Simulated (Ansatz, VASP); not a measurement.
## Two plane-wave programs on Na4F3

Contents of INCAR:

```
PREC = Accurate ; ENCUT = 520
EDIFF = 1E-7 ; ISMEAR = 0
SIGMA = 0.1 ; LREAL = F
LASPH = T ; NELM = 150
ALGO = Normal ; ISIF = 2
LWAVE = F ; LCHARG = F
ISPIN = 2 ; MAGMOM = 0 0 0 0 1 1 1
LORBIT = 11 ; GGA = PE
NBANDS = 38
```

Contents of KPOINTS:

```
Automatic mesh
0
Gamma
  4 4 4
```

File POSCAR:

```
Na4F3
1.0
    5.2728810291      0.0000000000      0.0000000000
    0.0000000000      5.2728810291      0.0000000000
    0.0000000000      0.0000000000      5.2728810291
Na F
4 3
Direct
    0.2633720560      0.2633720560      0.2633720560
    0.7366279440      0.7366279440      0.2633720560
    0.7366279440      0.2633720560      0.7366279440
    0.2633720560      0.7366279440      0.7366279440
    0.0000000000      0.5000000000      0.5000000000
    0.5000000000      0.0000000000      0.5000000000
    0.5000000000      0.5000000000      0.0000000000
```

Input for Ansatz:

```yaml
crystal:
  lattice:
    - [5.2728810291, 0.0, 0.0]
    - [0.0, 5.2728810291, 0.0]
    - [0.0, 0.0, 5.2728810291]
  atoms:
    - { symbol: Na, position: [0.263372056, 0.263372056, 0.263372056] }
    - { symbol: Na, position: [0.736627944, 0.736627944, 0.263372056] }
    - { symbol: Na, position: [0.736627944, 0.263372056, 0.736627944] }
    - { symbol: Na, position: [0.263372056, 0.736627944, 0.736627944] }
    - { symbol: F, position: [0.0, 0.5, 0.5], spin: 1.0 }
    - { symbol: F, position: [0.5, 0.0, 0.5], spin: 1.0 }
    - { symbol: F, position: [0.5, 0.5, 0.0], spin: 1.0 }
basis:
  ecutwfc: 420
kpoints:
  mp_grid: { grid: [4, 4, 4] }
hamiltonian:
  xc: pbe
scf:
  occupations: { method: gaussian, width: 0.1 }
  lower_state_search: "off"
output:
  forces: true
  stress: true
  eigenvalues: true
  populations: true
magnetization:
  spin_polarized: true
```

Alike in both runs: task single point; functional PBE; k mesh 4 × 4 × 4; occupations gaussian, width 0.1 eV; collinear spin.

|  | VASP | Ansatz |
| --- | --- | --- |
| version | VASP 6.6.1 | Ansatz 0.2.0 |
| potentials or method | VASP PAW PBE potentials, release 64 (Na_pv, F), cutoff 520 eV | scalar-relativistic, plane waves, PAW |
| valence electrons in the cell | 49 | 57 |

```tsv
	VASP	Ansatz	Ansatz less VASP
gap on the k mesh at the Fermi level (eV)	none	none	-
pressure (GPa)	0.0	0.0	+0.05
rms of the force components (eV/Å)	0.005	0.001	-0.0032
net moment per atom (μB)	0.00	0.00	0.000
```

Atom by atom the forces differ by 0.003 eV/Å (rms over components). A gap of «none» marks a metal or a gap that the smearing closes. With one functional, cell and mesh, what is left measures potentials, basis and numerics. VASP's potentials hold 49 valence electrons a cell and Ansatz's 57, so a difference there can come from the potentials and not from the codes. Ansatz's warnings: seeded moment not kept.
